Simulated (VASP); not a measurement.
A run of VASP 6.6.1 is set up as follows.

The input INCAR:

```
PREC = Accurate ; ENCUT = 500
EDIFF = 1E-6 ; ISMEAR = 0
SIGMA = 0.2 ; LREAL = F
LASPH = T ; NELM = 200
ALGO = Normal ; ISIF = 2
LWAVE = F ; LCHARG = T
GGA = PE ; LELF = T
LVHAR = T ; NBANDS = 32
GGA_COMPAT = F ; LMAXMIX = 6
```

File KPOINTS:

```
regular mesh
0
Gamma
  4 4 3
```

File POSCAR:

```
ErSc2Sb3
1.0
    5.4205079368      0.0000000000      0.0000000000
   -2.7102539684      4.6942975747      0.0000000000
    0.0000000000      0.0000000000      5.8719500596
Er Sc Sb
1 2 3
Direct
    0.0000000000      0.0000000000      0.5000000000
    0.3333333333      0.6666666667      0.1922990210
    0.6666666667      0.3333333333      0.8077009790
    0.3333333333      0.6666666667      0.6950693920
    0.6666666667      0.3333333333      0.3049306080
    0.0000000000      0.0000000000      0.0000000000
```

Potentials or basis: VASP PAW PBE potentials, release 64 (Er_3, Sc_sv, Sb), 4f in core.

Command:

```bash
$ cat potpaw_PBE.64/Er_3/POTCAR potpaw_PBE.64/Sc_sv/POTCAR potpaw_PBE.64/Sb/POTCAR > POTCAR
$ mpirun -np 1 vasp_std > vasp.out
```

Q: What does it give for the band gap on the k mesh?

A: Zero (bands 23 and 24 overlap by 0.22 eV).

Q: Estimate the pressure.

A: 0.4 GPa.

Forces in eV/Å, atoms in the order of the input:
```
Er   0.000  0.000  0.000
Sc   0.000  0.000 -0.072
Sc   0.000  0.000  0.072
Sb   0.000  0.000  0.005
Sb   0.000  0.000 -0.005
Sb   0.000  0.000  0.000
```

Caveat: spin-orbit coupling is left out, which moves the levels of the heavy elements; the 4f electrons are frozen in the core, so they carry no moment and show no levels. Spin polarisation is off, so any magnetic state and its effect on volume and gap are missing.
